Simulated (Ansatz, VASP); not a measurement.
**One calculation of Rh, two programs**

Contents of INCAR:

```
PREC = Accurate
ENCUT = 520
EDIFF = 1E-6
ISMEAR = 0
SIGMA = 0.15
LREAL = False
LASPH = True
NELM = 60
ALGO = Fast
ISIF = 2
LWAVE = False
LCHARG = True
GGA = PE
LELF = True
LVHAR = True
NBANDS = 22
```

Contents of KPOINTS:

```
regular mesh
0
Gamma
  18 18 10
```

Contents of POSCAR:

```
Rh
1.0
    2.6976000000      0.0000000000      0.0000000000
   -1.3488000000      2.3361901292      0.0000000000
    0.0000000000      0.0000000000      4.5254000000
Rh
2
Direct
    0.6666666667      0.3333333333      0.7500000000
    0.3333333333      0.6666666667      0.2500000000
```

Input for Ansatz:

```yaml
crystal:
  lattice:
    - [2.6976, 0.0, 0.0]
    - [-1.3488, 2.3361901292, 0.0]
    - [0.0, 0.0, 4.5254]
  atoms:
    - { symbol: Rh, position: [0.6666666667, 0.3333333333, 0.75] }
    - { symbol: Rh, position: [0.3333333333, 0.6666666667, 0.25] }
basis:
  ecutwfc: 420
kpoints:
  mp_grid: { grid: [18, 18, 10] }
hamiltonian:
  xc: pbe
  pseudopotentials: { kind: paw, azcp: { folder: soft_1 } }
scf:
  occupations: { method: gaussian, width: 0.15 }
output:
  forces: true
  stress: true
  eigenvalues: true
```

Alike in both runs: task single point; functional PBE; k mesh 18 × 18 × 10; occupations gaussian, width 0.15 eV; no spin polarisation.

|  | VASP | Ansatz |
| --- | --- | --- |
| version | VASP 6.6.1 | Ansatz 0.2.0 |
| potentials or method | VASP PAW PBE potentials, release 64 (Rh_pv), cutoff 520 eV | scalar-relativistic, plane waves, PAW |
| valence electrons in the cell | 30 | 34 |

Ansatz gave:

| Quantity | Value |
| --- | --- |
| gap on the k mesh at the Fermi level (eV) | none |
| pressure (GPa) | -2.4 |
| traceless stress, the component that is largest in VASP (GPa) | -6.35 |

Estimate VASP's values.

gap on the k mesh at the Fermi level (eV): none; pressure (GPa): -2.3; traceless stress, the component that is largest in VASP (GPa): -6.36.

A gap of «none» marks a metal or a gap that the smearing closes. The functional is the same, so the differences come from potentials, cutoffs and numerics. VASP's potentials hold 30 valence electrons a cell and Ansatz's 34, so a difference there can come from the potentials and not from the codes.
